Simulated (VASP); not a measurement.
Set up this calculation in VASP 6.6.1, as the native input.

```yaml
Task: single point
Functional: PBEsol
Potentials_or_basis: VASP PAW PBE potentials, release 64 (Si)
Cutoff: 520 eV
k_mesh: 12 × 12 × 12
Occupations: gaussian, width 0.01 eV
Spin: no spin polarisation
Dipole_correction: no
Further_INCAR_settings: ALGO = Normal; EDIFF = 1e-07; NBANDS = 11
```

The structure of Si lies in POSCAR:

```
Si
1.0
    0.0000000000      2.7167311791      2.7167311791
    2.7167311791      0.0000000000      2.7167311791
    2.7167311791      2.7167311791      0.0000000000
Si
2
Direct
    0.5000000000      0.5000000000      0.5000000000
    0.7500000000      0.7500000000      0.7500000000
```

One way to write it, as run:

INCAR

```
SYSTEM = Si
  PREC = Accurate
  ENCUT = 520
  EDIFF = 1E-7
  ISMEAR = 0
  SIGMA = 0.01
  LREAL = .FALSE.
  LASPH = .TRUE.
  NELM = 80
  ALGO = Normal
  ISIF = 2
  LWAVE = .FALSE.
  LCHARG = .FALSE.
  GGA = PS
  NBANDS = 11
```

KPOINTS

```
regular mesh
0
G
  12 12 12
  0 0 0
```

Potentials or basis: VASP PAW PBE potentials, release 64 (Si).

Run with:

```sh
$ cat potpaw_PBE.64/Si/POTCAR > POTCAR
$ mpirun -np 1 vasp_std > vasp.out
```

Results of the run:

```json
{
 "Pressure": "0.1 GPa",
 "Band gap on the k mesh": "0.46 eV, indirect (least direct gap 2.52 eV)"
}
```

Caveat: the PAW data sets were made with another functional, which shifts forces and pressure a little.

It took 44 s on 1 thread of Intel Xeon 8259CL, on a shared host, peak memory 0.14 GiB.
